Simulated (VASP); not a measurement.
SiP5: single point with PBE

Crystal: SiP5.

```
CELL_PARAMETERS angstrom
0.00000 3.56490 3.56490
3.56490 0.00000 3.56490
3.56490 3.56490 0.00000
ATOMIC_POSITIONS crystal
Si 0.00000 0.00000 0.00000
P 0.62387 0.12840 0.62387
P 0.25000 0.25000 0.25000
P 0.12840 0.62387 0.62387
P 0.62387 0.62387 0.62387
P 0.62387 0.62387 0.12840
```

The cell was generated, and may not be a known phase.

```json
{
 "Program": "VASP 6.6.1",
 "Task": "single point",
 "Functional": "PBE",
 "Potentials or basis": "VASP PAW PBE potentials, release 64 (Si, P)",
 "Cutoff": "520 eV",
 "k mesh": "4 × 4 × 4",
 "Occupations": "gaussian, width 0.1 eV",
 "Spin": "no spin polarisation"
}
```

* Pressure: -0.2 GPa
* Largest force: 0.030 eV/Å
* Band gap on the k mesh: zero (an odd number of electrons rules out a gap without spin polarisation)

Forces on the atoms (eV/Å):
```
Si   0.000  0.000  0.000
P    0.017 -0.017  0.017
P    0.000  0.000  0.000
P   -0.017  0.017  0.017
P   -0.017 -0.017 -0.017
P    0.017  0.017 -0.017
```

Levels at points of the mesh, in eV from the Fermi level:
| k point | band 11 | band 12 | band 13 | band 14 | band 15 | band 16 | band 17 | band 18 | band 19 | band 20 |
| --- | --- | --- | --- | --- | --- | --- | --- | --- | --- | --- |
| (0.00, 0.00, 0.00) | -4.37 | -4.37 | -3.32 | -3.32 | -3.32 | 2.85 | 2.85 | 2.85 | 4.11 | 4.11 |
| (0.50, 0.00, 0.00) | -2.80 | -2.80 | -2.56 | -2.56 | 0.14 | 0.39 | 1.37 | 1.37 | 2.25 | 3.43 |
| (0.50, 0.50, 0.00) | -2.33 | -2.33 | -1.93 | -1.73 | -0.68 | -0.50 | -0.18 | 0.62 | 0.62 | 1.10 |

Run time: 15 s on 1 thread of Intel(R) Xeon(R) Platinum 8488C (Sapphire Rapids) (shared host), peak memory 0.22 GiB.

Caveat: the k points lie up to 0.38 Å⁻¹ apart, too coarse for converged energies and pressures of a metal; an odd number of electrons without spin polarisation forces a metal; a magnetic or distorted state may lie lower.
